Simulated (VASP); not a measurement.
# WSe2 (P6_3/mmc) in VASP: a series of runs, part 2 of 2

VASP 6.6.1. Earlier steps stand in the parts before.

## 3. Single point, PBE+D3(BJ) (volume scaled by 1.03, then relaxed in part)

Contents of INCAR:

```
PREC = Accurate
ENCUT = 520
EDIFF = 1E-6
ISMEAR = 0
SIGMA = 0.02
LREAL = False
LASPH = True
NELM = 60
ALGO = Normal
ISIF = 2
LWAVE = False
LCHARG = False
GGA = PE
IVDW = 12
NBANDS = 35
```

Contents of KPOINTS:

```
regular mesh
0
Gamma
  9 9 2
```

Contents of POSCAR:

```
WSe2
1.0
    3.2936790654      0.0000000000      0.0000000000
   -1.6468395327      2.8524097426      0.0000000000
    0.0000000000      0.0000000000     13.0551394673
W Se
2 4
Direct
    0.3333333333      0.6666666667      0.2500000000
    0.6666666667      0.3333333333      0.7500000000
    0.3333333333      0.6666666667      0.6211360245
    0.6666666667      0.3333333333      0.1211360245
    0.3333333333      0.6666666667      0.8788639755
    0.6666666667      0.3333333333      0.3788639755
```

Potentials or basis: VASP PAW PBE potentials, release 64 (W_sv, Se).

On the command line:

```bash
cat potpaw_PBE.64/W_sv/POTCAR potpaw_PBE.64/Se/POTCAR > POTCAR
mpirun -np 1 vasp_std > vasp.out
```

Wall time 1.7 min (1 thread of AMD EPYC 7R43 (Zen 3), shared host); peak memory 0.24 GiB.

The run converged. Its results:

```yaml
Free_energy: -45.9178 eV
Pressure: -0.9 GPa
Largest_force: 0.047 eV/Å
Band_gap_on_the_k_mesh: 1.09 eV, indirect (least direct gap 1.53 eV)
Dispersion_energy_per_atom: -0.461 eV
```

Forces in eV/Å, atoms in the order of the input:
```
W    0.000  0.000  0.000
W    0.000  0.000  0.000
Se   0.000  0.000 -0.047
Se   0.000  0.000 -0.047
Se   0.000  0.000  0.047
Se   0.000  0.000  0.047
```

Stress tensor (GPa, compression positive):
```
-0.96  0.00  0.00
 0.00 -0.96  0.00
 0.00  0.00 -0.82
```

Levels at points of the mesh, in eV from the valence-band top:
```csv
k point,band 24,band 25,band 26,band 27,band 28,band 29
"(0.00, 0.00, 0.00)",-1.09,-1.08,0.00,2.66,2.66,2.71
"(0.00, 0.00, 0.50)",-1.46,-0.22,-0.22,2.66,2.66,2.66
```

Caveat: the cell differs from its parent crystal (volume scaled by 1.03, then relaxed in part); spin-orbit coupling is left out, which moves the levels of the heavy elements. A k mesh can miss the band edges.

## 4. Relaxation of shape and atoms at fixed volume, PBE+D3(BJ) (volume scaled by 0.97)

Contents of INCAR:

```
SYSTEM = WSe2
PREC     = Accurate       ! precision mode
ENCUT    = 600            ! plane-wave cutoff, eV
EDIFF    = 1E-6           ! SCF threshold, eV
ISMEAR   = 0              ! smearing method
SIGMA    = 0.02           ! smearing width, eV
LREAL    = .False.        ! projectors in reciprocal space
LASPH    = .True.         ! aspherical terms in the spheres
NELM     = 60             ! most SCF steps
ALGO     = Normal         ! electronic algorithm
ISIF     = 4              ! what is computed and relaxed
LWAVE    = .False.        ! write WAVECAR
LCHARG   = .False.        ! write CHGCAR
GGA      = PE             ! functional
IVDW     = 12             ! dispersion correction
IBRION   = 2              ! ionic algorithm
NSW      = 50             ! ionic steps
EDIFFG   = -0.01          ! ionic threshold
```

Contents of KPOINTS:

```
Automatic mesh
0
Gamma
  9 9 2
  0 0 0
```

Contents of POSCAR:

```
WSe2
1.0
    3.2458921956      0.0000000000      0.0000000000
   -1.6229460978      2.8110250993      0.0000000000
    0.0000000000      0.0000000000     12.6593206635
W Se
2 4
Direct
    0.3333333333      0.6666666667      0.2500000000
    0.6666666667      0.3333333333      0.7500000000
    0.3333333333      0.6666666667      0.6182884708
    0.6666666667      0.3333333333      0.1182884708
    0.3333333333      0.6666666667      0.8817115292
    0.6666666667      0.3333333333      0.3817115292
```

On the command line:

```bash
cat potpaw_PBE.64/W_sv/POTCAR potpaw_PBE.64/Se/POTCAR > POTCAR
mpirun -np 1 vasp_std > vasp.out
```

Wall time 3.5 min (1 thread of Intel Xeon 6975P-C (Granite Rapids), shared host); peak memory 0.33 GiB.

It converged, with:

```yaml
Free_energy: -45.9104 eV
Energy_gained_by_relaxing: 6.4 meV/atom
Ionic_steps: 5
Pressure_after_relaxing: 1.9 GPa
Largest_force_after_relaxing: 0.008 eV/Å
Band_gap_on_the_k_mesh: 0.90 eV, indirect (least direct gap 1.61 eV)
Dispersion_energy_per_atom: -0.491 eV
```

Forces in eV/Å, atoms in the order of the input:
```
W    0.000  0.000  0.000
W    0.000  0.000  0.000
Se   0.000  0.000 -0.008
Se   0.000  0.000 -0.008
Se   0.000  0.000  0.008
Se   0.000  0.000  0.008
```

Step by step:
```tsv
step	energy change (eV)	largest force (eV/Å)	pressure (GPa)	volume (Å³)
1	0.0000	0.5663	5.06	115.51
2	-0.0268	0.0292	2.37	115.51
3	-0.0275	0.0520	2.73	115.51
4	-0.0361	0.0273	2.27	115.51
5	-0.0382	0.0077	1.92	115.51
```

Final structure:
```
W Se
1.0
     3.26047    0.00000    0.00000
    -1.63023    2.82365    0.00000
     0.00000    0.00000   12.54640
W Se
2 4
Cartesian
  0.0000 1.8824 3.1366
  1.6302 0.9412 9.4098
  0.0000 1.8824 7.7211
  1.6302 0.9412 1.4479
  0.0000 1.8824 11.0985
  1.6302 0.9412 4.8253
```

Levels at points of the mesh, in eV from the valence-band top:
| k point | band 22 | band 23 | band 24 | band 25 | band 26 | band 27 | band 28 | band 29 | band 30 | band 31 |
| --- | --- | --- | --- | --- | --- | --- | --- | --- | --- | --- |
| (0.00, 0.00, 0.00) | -1.46 | -1.46 | -1.33 | -0.83 | 0.00 | 2.61 | 2.61 | 2.62 | 2.62 | 2.69 |
| (0.00, 0.00, 0.50) | -1.51 | -1.51 | -1.51 | -0.19 | -0.19 | 2.60 | 2.60 | 2.60 | 2.60 | 2.84 |

Caveat: the cell differs from its parent crystal (volume scaled by 0.97); spin-orbit coupling is left out, which moves the levels of the heavy elements.

## 5. Relaxation of cell and atoms, PBE+D3(BJ)

Contents of INCAR:

```
PREC     = Accurate       # precision mode
ENCUT    = 600            # plane-wave cutoff, eV
EDIFF    = 1E-6           # SCF threshold, eV
ISMEAR   = 0              # smearing method
SIGMA    = 0.02           # smearing width, eV
LREAL    = F              # projectors in reciprocal space
LASPH    = T              # aspherical terms in the spheres
NELM     = 100            # most SCF steps
ALGO     = Normal         # electronic algorithm
ISIF     = 3              # what is computed and relaxed
LWAVE    = F              # write WAVECAR
LCHARG   = F              # write CHGCAR
GGA      = PE             # functional
IVDW     = 12             # dispersion correction
IBRION   = 2              # ionic algorithm
NSW      = 100            # ionic steps
EDIFFG   = -0.005         # ionic threshold
```

Contents of KPOINTS:

```
regular mesh
0
Gamma
  9 9 2
```

Contents of POSCAR:

```
WSe2
1.0
    3.2900000000      0.0000000000      0.0000000000
   -1.6450000000      2.8492235785      0.0000000000
    0.0000000000      0.0000000000     12.9700000000
W Se
2 4
Direct
    0.3333333333      0.6666666667      0.2500000000
    0.6666666667      0.3333333333      0.7500000000
    0.3333333333      0.6666666667      0.6210000000
    0.6666666667      0.3333333333      0.1210000000
    0.3333333333      0.6666666667      0.8790000000
    0.6666666667      0.3333333333      0.3790000000
```

On the command line:

```bash
cat potpaw_PBE.64/W_sv/POTCAR potpaw_PBE.64/Se/POTCAR > POTCAR
mpirun -np 1 vasp_std > vasp.out
```

Run time: 5.6 min. Hardware: 1 thread of Intel Xeon 6975P-C (Granite Rapids), shared host; peak memory 0.35 GiB.

It converged, with:

| Quantity | Value |
| --- | --- |
| Free energy | -45.9317 eV |
| Relaxed volume | 19.88 Å³/atom |
| Relaxed cell | a = 3.281 Å, b = 3.281 Å, c = 12.792 Å, α = 90.00°, β = 90.00°, γ = 120.00° |
| Space group after relaxing (to 0.05 Å) | P6_3/mmc (No. 194) |
| Energy gained by relaxing | 1.9 meV/atom |
| Ionic steps | 8 |
| Pressure after relaxing | 0.0 GPa |
| Band gap on the k mesh | 0.99 eV, indirect (least direct gap 1.56 eV) |
| Dispersion energy per atom | -0.475 eV |

Forces in eV/Å, atoms in the order of the input:
```
W    0.000  0.000  0.000
W    0.000  0.000  0.000
Se   0.000  0.000 -0.002
Se   0.000  0.000 -0.002
Se   0.000  0.000  0.002
Se   0.000  0.000  0.002
```

Step by step:
| step | energy change (eV) | largest force (eV/Å) | pressure (GPa) | volume (Å³) |
| --- | --- | --- | --- | --- |
| 1 | 0.0000 | 0.2220 | 0.25 | 121.58 |
| 2 | -0.0001 | 0.1180 | -1.41 | 122.14 |
| 3 | -0.0034 | 0.0495 | -0.59 | 121.86 |
| 4 | -0.0061 | 0.0522 | 0.00 | 120.88 |
| 5 | -0.0061 | 0.0527 | 0.05 | 120.78 |
| 6 | -0.0079 | 0.0435 | 0.02 | 120.50 |
| 7 | -0.0113 | 0.0157 | 0.00 | 119.66 |
| 8 | -0.0116 | 0.0021 | 0.00 | 119.28 |

Final structure:
```
W Se
1.0
     3.28134    0.00000    0.00000
    -1.64067    2.84173    0.00000
     0.00000    0.00000   12.79166
W Se
2 4
Direct
  0.33333 0.66667 0.25000
  0.66667 0.33333 0.75000
  0.33333 0.66667 0.61819
  0.66667 0.33333 0.11819
  0.33333 0.66667 0.88181
  0.66667 0.33333 0.38181
```

Levels at points of the mesh, in eV from the valence-band top:
| k point | band 22 | band 23 | band 24 | band 25 | band 26 | band 27 | band 28 | band 29 | band 30 | band 31 |
| --- | --- | --- | --- | --- | --- | --- | --- | --- | --- | --- |
| (0.00, 0.00, 0.00) | -1.45 | -1.45 | -1.19 | -0.96 | 0.00 | 2.62 | 2.62 | 2.67 | 2.68 | 2.69 |
| (0.00, 0.00, 0.50) | -1.49 | -1.49 | -1.49 | -0.20 | -0.20 | 2.62 | 2.62 | 2.62 | 2.62 | 2.83 |

Caveat: spin-orbit coupling is left out, which moves the levels of the heavy elements. A k mesh can miss the band edges.

## 6. The runs side by side

| task | cell | cutoff (eV) | gap on the mesh (eV) | pressure (GPa) | largest force (eV/Å) |
| --- | --- | --- | --- | --- | --- |
| single point | a = 3.290, b = 3.290, c = 12.970 Å, angles 90.0, 90.0, 120.0°, 6 atoms | 520 | 1.06 | -0.6 | 0.05 |
| single point | a = 3.294, b = 3.294, c = 13.055 Å, angles 90.0, 90.0, 120.0°, 6 atoms | 520 | 1.09 | -0.9 | 0.05 |
| relaxation of shape and atoms at fixed volume | relaxed from a = 3.246, b = 3.246, c = 12.659 Å, angles 90.0, 90.0, 120.0°, 6 atoms | 600 | 0.90 | 1.9 | 0.01 |
| relaxation of cell and atoms | relaxed from a = 3.290, b = 3.290, c = 12.970 Å, angles 90.0, 90.0, 120.0°, 6 atoms | 600 | 0.99 | 0.0 | - |

Alike in all rows: level PBE+D3(BJ); potentials or basis VASP PAW PBE potentials, release 64 (W_sv, Se); no spin polarisation; k mesh 9 × 9 × 2; smearing gaussian 0.02 eV.

Caveats: spin-orbit coupling is left out, which moves the levels of the heavy elements.

Absolute energies hang on the potentials; compare differences alone.
